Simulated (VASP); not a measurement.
Input of a VASP 6.6.1 run:

File INCAR:

```
ALGO = Normal
EDIFF = 1E-7
ENCUT = 520
GGA = PE
ISIF = 2
ISMEAR = -1
LASPH = T
LCHARG = T
LELF = T
LREAL = F
LVHAR = T
LWAVE = F
NBANDS = 8
NELM = 80
PREC = Accurate
SIGMA = 0.1
```

File KPOINTS:

```
k-points
0
Gamma
  2 2 2
```

File POSCAR:

```
Al
1.0
    0.0000000000      2.0199630948      2.0199630948
    2.0199630948      0.0000000000      2.0199630948
    2.0199630948      2.0199630948      0.0000000000
Al
1
Direct
    0.0000000000      0.0000000000      0.0000000000
```

Potentials or basis: VASP PAW PBE potentials, release 64 (Al).

Command:

```console
$ cat potpaw_PBE.64/Al/POTCAR > POTCAR
$ mpirun -np 1 vasp_std > vasp.out
```

Q: What does it give for the pressure?

A: -5.3 GPa.

Caveat: the k points lie up to 1.35 Å⁻¹ apart.
